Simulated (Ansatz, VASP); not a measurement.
# TaN in VASP and in Ansatz

Contents of INCAR:

```
SYSTEM = TaN
PREC = Accurate
ENCUT = 520
EDIFF = 1E-8
ISMEAR = -1
SIGMA = 0.02
LREAL = .FALSE.
LASPH = .TRUE.
NELM = 80
ALGO = Normal
ISIF = 2
LWAVE = .FALSE.
LCHARG = .FALSE.
GGA = PE
LEFG = .TRUE.
NBANDS = 15
```

Contents of KPOINTS:

```
Automatic mesh
0
G
  12 12 10
  0 0 0
```

The input POSCAR:

```
TaN
1.0
    2.8982913036      0.0000000000      0.0000000000
   -1.4491456518      2.5099938965      0.0000000000
    0.0000000000      0.0000000000      2.8440357641
Ta N
1 1
Direct
    0.3333333333      0.6666666667      0.5000000000
    0.0000000000      0.0000000000      0.0000000000
```

Input for Ansatz:

```yaml
crystal:
  lattice:
    - [2.8982913036, 0.0, 0.0]
    - [-1.4491456518, 2.5099938965, 0.0]
    - [0.0, 0.0, 2.8440357641]
  atoms:
    - { symbol: Ta, position: [0.3333333333, 0.6666666667, 0.5] }
    - { symbol: "N", position: [0.0, 0.0, 0.0] }
kpoints:
  mp_grid: { grid: [12, 12, 10] }
scf:
  occupations: { method: fermi_dirac, width: 0.02 }
hamiltonian:
  xc: pbe
  pseudopotentials: { kind: paw }
output:
  forces: true
  stress: true
  eigenvalues: true
  efg: { contact_densities: true }
```

Change from the starting cell: volume scaled by 0.96, PAW files.

Alike in both runs: task electric field gradients; functional PBE; k mesh 12 × 12 × 10; occupations fermi-dirac, width 0.02 eV; no spin polarisation.

```csv
,VASP,Ansatz
version,VASP 6.6.1,Ansatz 0.2.0
potentials or method,"VASP PAW PBE potentials, release 64 (Ta_pv, N)","PAW with Ansatz's default frozen-core files, scalar-relativistic"
plane-wave cutoff (eV),520,420
valence electrons in the cell,16,18
```

Ansatz gave:

* pressure (GPa): 20.6
* traceless stress, the component that is largest in VASP (GPa): 1.95
* size of Vzz on the site where it differs most (V/Å²): 47.2

Which values does VASP return?

Pressure (GPa): 21.5; traceless stress, the component that is largest in VASP (GPa): 2.09; size of Vzz on the site where it differs most (V/Å²): 14.2.

VASP's potentials hold 16 valence electrons a cell and Ansatz's 18, so a difference there can come from the potentials and not from the codes.

Neither program's run includes spin-orbit coupling.
